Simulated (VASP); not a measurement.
Set up this calculation in VASP 6.6.1, as the native input.

- Task: relaxation of cell and atoms
- Functional: PBE
- Potentials or basis: VASP PAW PBE potentials, release 64 (Cu)
- Cutoff: 600 eV
- k mesh: 18 × 18 × 18
- Occupations: methfessel-paxton, width 0.1 eV
- Spin: no spin polarisation
- Dipole correction: no
- Further INCAR settings: ALGO = Normal; EDIFF = 1e-07; IBRION = 2; EDIFFG = -0.005; NSW = 80; ISIF = 3

The structure of Cu lies in POSCAR:

```
Cu
1.0
    0.0000000000      1.7887153000      1.7887153000
    1.7887153000      0.0000000000      1.7887153000
    1.7887153000      1.7887153000      0.0000000000
Cu
1
Direct
    0.0000000000      0.0000000000      0.0000000000
```

One way to write it, as run:

INCAR

```
SYSTEM = Cu
PREC     = Accurate       ! precision mode
ENCUT    = 600            ! plane-wave cutoff, eV
EDIFF    = 1E-7           ! SCF threshold, eV
ISMEAR   = 1              ! smearing method
SIGMA    = 0.1            ! smearing width, eV
LREAL    = .False.        ! projectors in reciprocal space
LASPH    = .True.         ! aspherical terms in the spheres
NELM     = 80             ! most SCF steps
ALGO     = Normal         ! electronic algorithm
ISIF     = 3              ! what is computed and relaxed
LWAVE    = .False.        ! write WAVECAR
LCHARG   = .False.        ! write CHGCAR
GGA      = PE             ! functional
IBRION   = 2              ! ionic algorithm
NSW      = 80             ! ionic steps
EDIFFG   = -0.005         ! ionic threshold
```

KPOINTS

```
regular mesh
0
Gamma
  18 18 18
  0 0 0
```

Potentials or basis: VASP PAW PBE potentials, release 64 (Cu).

Run with:

```sh
$ cat potpaw_PBE.64/Cu/POTCAR > POTCAR
$ mpirun -np 1 vasp_std > vasp.out
```

Results of the run:

| Quantity | Value |
| --- | --- |
| Relaxed volume | 12.02 Å³/atom |
| Relaxed cell | a = 2.571 Å, b = 2.571 Å, c = 2.571 Å, α = 60.00°, β = 60.00°, γ = 60.00° |
| Space group after relaxing (to 0.1 Å) | Fm-3m (No. 225) |
| Energy gained by relaxing | 12.8 meV/atom |
| Ionic steps | 3 |
| Pressure after relaxing | 0.0 GPa |
| Band gap on the k mesh | zero (an odd number of electrons rules out a gap without spin polarisation) |

Wall time 89 s on 1 thread of Intel Xeon 8259CL, with other jobs on the host, peak memory 0.15 GiB.
